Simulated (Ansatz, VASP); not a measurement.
# One calculation of C, two programs

The input INCAR:

```
SYSTEM = C
PREC = Accurate
ENCUT = 520
EDIFF = 1E-6
ISMEAR = -1
SIGMA = 0.05
LREAL = .False.
LASPH = .True.
NELM = 100
ALGO = Normal
ISIF = 2
LWAVE = .False.
LCHARG = .False.
GGA = B5
ALDAX = 1.0
AGGAX = 1.0
AGGAC = 1.0
ALDAC = 0.0
IVDW = 13
VDW_S6 = 1.0
VDW_S8 = 2.34076671
VDW_A1 = 0.44488865
VDW_A2 = 4.0933009
NBANDS = 11
```

File KPOINTS:

```
regular mesh
0
Gamma
  13 13 13
  0 0 0
```

Contents of POSCAR:

```
C
1.0
    0.0000000000      1.7592674508      1.7592674508
    1.7592674508      0.0000000000      1.7592674508
    1.7592674508      1.7592674508      0.0000000000
C
2
Direct
    0.7500000000      0.7500000000      0.7500000000
    0.5000000000      0.5000000000      0.5000000000
```

Contents of input.yaml:

```yaml
crystal:
  lattice:
    - [0.0, 1.7592674508, 1.7592674508]
    - [1.7592674508, 0.0, 1.7592674508]
    - [1.7592674508, 1.7592674508, 0.0]
  atoms:
    - { symbol: C, position: [0.75, 0.75, 0.75] }
    - { symbol: C, position: [0.5, 0.5, 0.5] }
hamiltonian:
  xc: blyp
  pseudopotentials: { kind: paw }
  dispersion: d4
kpoints:
  mp_grid: { grid: [13, 13, 13] }
scf:
  occupations: { method: fermi_dirac, width: 0.05 }
output:
  forces: true
  stress: true
  eigenvalues: true
```

Alike in both runs: task single point; functional BLYP; dispersion D4; k mesh 13 × 13 × 13; occupations fermi-dirac, width 0.05 eV; no spin polarisation.

|  | VASP | Ansatz |
| --- | --- | --- |
| version | VASP 6.6.1 | Ansatz 0.2.0 |
| potentials or method | VASP PAW PBE potentials, release 64 (C) | Ansatz PAW |
| plane-wave cutoff (eV) | 520 | 420 |
| valence electrons in the cell | 8 | 8 |

|  | VASP | Ansatz | Ansatz less VASP |
| --- | --- | --- | --- |
| gap on the k mesh at the Fermi level (eV) | 4.57 | 4.57 | -0.007 |
| least direct gap on the mesh (eV) | 5.86 | 5.85 | -0.012 |
| pressure (GPa) | 20.1 | 19.2 | -0.93 |

VASP's potentials were made for PBE, not for BLYP.

Noted on Ansatz's run: Pulay correction over one GPa; odd divisions of the mesh miss points on the zone boundary, where band edges often lie, so the gap on the mesh can be too wide.
